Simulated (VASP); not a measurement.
# Ga (Im-3m) in VASP: a series of runs, part 2 of 2

VASP 6.6.1. The steps go on from the part before.

## (5) Single point, PBEsol (volume scaled by 0.65)

The input, INCAR:

```
PREC     = Accurate       # precision mode
ENCUT    = 520            # plane-wave cutoff, eV
EDIFF    = 1E-6           # SCF threshold, eV
ISMEAR   = -1             # smearing method
SIGMA    = 0.05           # smearing width, eV
LREAL    = False          # projectors in reciprocal space
LASPH    = True           # aspherical terms in the spheres
NELM     = 60             # most SCF steps
ALGO     = Normal         # electronic algorithm
ISIF     = 2              # what is computed and relaxed
LWAVE    = False          # write WAVECAR
LCHARG   = False          # write CHGCAR
GGA      = PS             # functional
NBANDS   = 12             # bands
```

The input, KPOINTS:

```
regular mesh
0
Gamma
  16 16 16
```

The input, POSCAR:

```
Ga
1.0
   -1.4298735320      1.4298735320      1.4298735320
    1.4298735320     -1.4298735320      1.4298735320
    1.4298735320      1.4298735320     -1.4298735320
Ga
1
Direct
    0.0000000000      0.0000000000      0.0000000000
```

Potentials or basis: VASP PAW PBE potentials, release 64 (Ga_d).

Started as:

```
cat potpaw_PBE.64/Ga_d/POTCAR > POTCAR
mpirun -np 1 vasp_std > vasp.out
```

OUTCAR:

```text
PREC = Accurate
   ENCUT = 520
   EDIFF = 1E-6
   ISMEAR = -1
   LREAL = False
   LASPH = True
   NELM = 60
   ISIF = 2
   GGA = PS

 ion  position               nearest neighbor table
   1  0.000  0.000  0.000-

  LATTYP: Found a body centered cubic cell.
 ALAT       =     2.8597470640

  Lattice vectors:

 A1 = (  -1.4298735320,   1.4298735320,   1.4298735320)
 A2 = (   1.4298735320,  -1.4298735320,   1.4298735320)
 A3 = (   1.4298735320,   1.4298735320,  -1.4298735320)

Analysis of symmetry for initial positions (statically):
=====================================================================
 Subroutine PRICEL returns:
 Original cell was already a primitive cell.

 Routine SETGRP: Setting up the symmetry group for a
 body centered cubic supercell.

 Subroutine GETGRP returns: Found 48 space group operations
 (whereof 48 operations were pure point group operations)
 out of a pool of 48 trial point group operations.

The static configuration has the point symmetry O_h .

Analysis of symmetry for dynamics (positions and initial velocities):
=====================================================================
 Subroutine PRICEL returns:
 Original cell was already a primitive cell.

 Routine SETGRP: Setting up the symmetry group for a
 body centered cubic supercell.

 Subroutine GETGRP returns: Found 48 space group operations
 (whereof 48 operations were pure point group operations)
 out of a pool of 48 trial point group operations.

The dynamic configuration has the point symmetry O_h .

 Subroutine INISYM returns: Found 48 space group operations
 (whereof 48 operations are pure point group operations),
 and found     1 'primitive' translations

----------------------------------------------------------------------------------------

                                     Primitive cell

  volume of cell :      11.6937

  direct lattice vectors                    reciprocal lattice vectors
    -1.429873532  1.429873532  1.429873532     0.000000000  0.349681275  0.349681275
     1.429873532 -1.429873532  1.429873532     0.349681275  0.000000000  0.349681275
     1.429873532  1.429873532 -1.429873532     0.349681275  0.349681275  0.000000000

  length of vectors
     2.476613606  2.476613606  2.476613606     0.494524002  0.494524002  0.494524002

  position of ions in fractional coordinates (direct lattice)
     0.000000000  0.000000000  0.000000000

  ion indices of the primitive-cell ions
   primitive index   ion index
                 1           1

----------------------------------------------------------------------------------------

 KPOINTS: regular mesh

Automatic generation of k-mesh.
 Grid dimensions read from file:
 generate k-points for:   16   16   16

 Generating k-lattice:

  Cartesian coordinates                     Fractional coordinates (reciprocal lattice)
     0.000000000  0.021855080  0.021855080     0.062500000  0.000000000  0.000000000
     0.021855080  0.000000000  0.021855080     0.000000000  0.062500000  0.000000000
     0.021855080  0.021855080  0.000000000     0.000000000  0.000000000  0.062500000

  Length of vectors
     0.030907750  0.030907750  0.030907750

  Shift w.r.t. Gamma in fractional coordinates (k-lattice)
     0.000000000  0.000000000  0.000000000

 Subroutine IBZKPT returns following result:
 ===========================================

 Found    145 irreducible k-points:

 Following reciprocal coordinates:
            Coordinates               Weight
  0.000000  0.000000  0.000000      1.000000
  0.062500  0.000000  0.000000     12.000000
  0.125000  0.000000  0.000000     12.000000
  0.187500  0.000000  0.000000     12.000000
  0.250000  0.000000  0.000000     12.000000
  0.312500  0.000000  0.000000     12.000000
[... 16 lines left out ...]
  0.187500  0.187500  0.000000     24.000000
  0.250000  0.187500  0.000000     48.000000
 [... further k-points ...]
   k-points           NKPTS =    145   k-points in BZ     NKDIM =    145   number of bands    NBANDS=     12
   number of dos      NEDOS =    301   number of ions     NIONS =      1
   total plane-waves  NPLWV =   5832
   dimension x,y,z NGX =    18 NGY =   18 NGZ =   18
   dimension x,y,z NGXF=    36 NGYF=   36 NGZF=   36
   ions per type =               1
   NGX,Y,Z   is equivalent  to a cutoff of  12.08, 12.08, 12.08 a.u.
   NGXF,Y,Z  is equivalent  to a cutoff of  24.17, 24.17, 24.17 a.u.
 SYSTEM =  unknown system
   PREC   = accura    normal or accurate (medium, high low for compatibility)
   ISTART =      0    job   : 0-new  1-cont  2-samecut
   ICHARG =      2    charge: 1-file 2-atom 10-const
   ISPIN  =      1    spin polarized calculation?
   LNONCOLLINEAR =      F non collinear calculations
   LSORBIT =      F    spin-orbit coupling
   LASPH  =      T    aspherical Exc in radial PAW
   ENCUT  =  520.0 eV  38.22 Ry    6.18 a.u.   4.60  4.60  4.60*2*pi/ulx,y,z
   NELM   =     60;   NELMIN=  2; NELMDL= -5     # of ELM steps
   EDIFF  = 0.1E-05   stopping-criterion for ELM
   LREAL  =      F    real-space projection
   EDIFFG = 0.1E-04   stopping-criterion for IOM
   NSW    =      0    number of steps for IOM
   IBRION =     -1    ionic relax: 0-MD 1-quasi-New 2-CG
   NFREE  =      0    steps in history (QN), initial steepest desc. (CG)
   ISIF   =      2    stress and relaxation
   ISYM   =      2    0-nonsym 1-usesym 2-fastsym
   POTIM  = 0.5000    time-step for ionic-motion
   TEBEG  =    0.0;   TEEND  =   0.0 temperature during run
   PSTRESS=    0.0 pullay stress
   NELECT =      13.0000    total number of electrons
   NUPDOWN=      -1.0000    fix difference up-down
   EMIN   =  10.00;   EMAX   =-10.00  energy-range for DOS
   EFERMI =   0.00;   METHOD = LEGACY
   ISMEAR =    -1;   SIGMA  =   0.05  broadening in eV -4-tet -1-fermi 0-gaus
   EFERMI_NEDOS =   21; number of points for ismear=-14 and -15
   IALGO  =     38    algorithm
   IMIX   =      4    mixing-type and parameters
     AMIX     =   0.40;   BMIX     =  1.00
     AMIX_MAG =   1.60;   BMIX_MAG =  1.00
  volume/ion in A,a.u.               =      11.69        78.91
  Fermi-wavevector in a.u.,A,eV,Ry     =   1.695919  3.204821 39.132257  2.876140
  Thomas-Fermi vector in A             =   2.776875
   LORBIT       =      0    0 simple, 1 ext, 2 COOP (PROOUT), +10 PAW based schemes
   GGA     = PS    functional components
   LHFCALC =     F    Hartree Fock is set to
   AEXX    =    0.0000 exact exchange contribution
   IVDW    =     0    specifies the selected vdW correction
   LEPSILON=     F    determine dielectric tensor
   LRPA    =     F    only Hartree local field effects (RPA)
 non-spin polarized calculation
  energy-cutoff  :      520.00
  volume of cell :       11.69
 maximum number of plane-waves:       327
   NGX =  9   NGY =  9   NGZ =  9

 number of electron      13.0000012 magnetization

 Free energy of the ion-electron system (eV)
  ---------------------------------------------------
  ext. energy  EPLUGINS =         0.00000000
  ---------------------------------------------------
  free energy    TOTEN  =        -2.37759535 eV

  energy without entropy =       -2.37529896  energy(sigma->0) =       -2.37644716

 E-fermi :  11.2112     XC(G=0): -13.8020

 val. band max:       11.1198994594   @ k =  -0.3750   0.3750   0.0625
 cond. band min:      11.2626522101   @ k =   0.3125   0.0625   0.0625
 fundamental gap:      0.1427527508
 Fermi energy:        11.2111659384

 k-point     1 :       0.0000    0.0000    0.0000
  band No.  band energies     occupation
      1      -4.7809      2.00000
      2      -4.7809      2.00000
      3      -4.7809      2.00000
      4      -4.5649      2.00000
      5      -4.2338      2.00000
      6      -4.2338      2.00000
      7      30.8758      0.00000
      8      30.8758      0.00000
      9      30.8758      0.00000
     10      31.9838      0.00000
     11      31.9838      0.00000
     12      31.9838      0.00000

 k-point     2 :       0.0625    0.0000    0.0000
  band No.  band energies     occupation
      1      -4.7923      2.00000
      2      -4.7807      2.00000
      3      -4.7491      2.00000
      4      -4.4140      2.00000
      5      -4.2425      2.00000
      6      -4.2333      2.00000
      7      28.4694      0.00000
      8      29.6347      0.00000
      9      30.0821      0.00000
     10      30.9945      0.00000
     11      31.1185      0.00000
     12      31.8527      0.00000
[... 316 lines left out ...]
 k-point    24 :       0.2500    0.1875    0.0000
  band No.  band energies     occupation
      1      -5.0275      2.00000
      2      -4.8648      2.00000
      3      -4.3770      2.00000
      4      -4.3186      2.00000
      5      -4.1407      2.00000
      6       1.3143      2.00000
      7      13.4032      0.00000
      8      15.6600      0.00000
      9      22.1711      0.00000
     10      29.9726      0.00000
     11      32.2993      0.00000
     12      36.6560      0.00000

 [... further k-points ...]
[... 5 lines left out ...]
  --------------------------------------------------------------------------------------
  -------------------------------------------------------------------------------------
  Total        5.2430793      5.2430793      5.2430793      0.0000000     -0.0000000     -0.0000000
  in kB      718.3633037    718.3633037    718.3633037      0.0000000     -0.0000000     -0.0000000
  external PRESSURE =     718.3633037 kB  Pullay stress =       0.0000000 kB

 VOLUME and BASIS-vectors are now :
 -----------------------------------------------------------------------------
  energy-cutoff  :      520.00
  volume of cell :       11.69
      direct lattice vectors                 reciprocal lattice vectors
    -1.429873532  1.429873532  1.429873532     0.000000000  0.349681275  0.349681275
     1.429873532 -1.429873532  1.429873532     0.349681275  0.000000000  0.349681275
     1.429873532  1.429873532 -1.429873532     0.349681275  0.349681275  0.000000000

 POSITION                                       TOTAL-FORCE (eV/Angst)
 -----------------------------------------------------------------------------------
      0.00000      0.00000      0.00000         0.000000      0.000000     -0.000000
 -----------------------------------------------------------------------------------
    total drift:                                0.000000      0.000000     -0.000000

  FREE ENERGIE OF THE ION-ELECTRON SYSTEM (eV)
  ---------------------------------------------------
  free  energy   TOTEN  =        -2.3775953538 eV

  energy  without entropy=       -2.3752989578  energy(sigma->0) =       -2.37644716
```

Wall time 6.3 s (1 thread of Intel Xeon 6975P-C (Granite Rapids), shared host); peak memory 0.13 GiB.

Results:

```yaml
Free_energy: -2.3776 eV
Pressure: 71.8 GPa
```

Levels at points of the mesh, in eV from the Fermi level:
```csv
k point,band 3,band 4,band 5,band 6,band 7,band 8,band 9,band 10
"(0.00, 0.00, 0.00)",-15.99,-15.78,-15.44,-15.44,19.66,19.66,19.66,20.77
"(0.50, 0.00, 0.00)",-15.47,-15.42,-15.09,-6.65,-4.79,10.11,11.69,14.43
"(0.50, 0.50, 0.50)",-15.18,-15.18,-15.18,1.53,1.53,1.53,6.31,6.31
```

Caveat: the PAW data sets were made with another functional, which shifts forces and pressure a little.

## (6) Overview

| cell | gap on the mesh (eV) | pressure (GPa) |
| --- | --- | --- |
| a = 2.191 Å, angles 109.5°, 1 atom | none | 316.8 |
| a = 2.342 Å, angles 109.5°, 1 atom | none | 148.1 |
| a = 2.477 Å, angles 109.5°, 1 atom | none | 71.8 |

Alike in all rows: task single point; level PBEsol; potentials or basis VASP PAW PBE potentials, release 64 (Ga_d); no spin polarisation; k mesh 16 × 16 × 16; cutoff (eV) 520; smearing fermi-dirac 0.05 eV.

Caveats: the PAW data sets were made with another functional, which shifts forces and pressure a little.

Absolute energies hang on the potentials; compare differences alone.
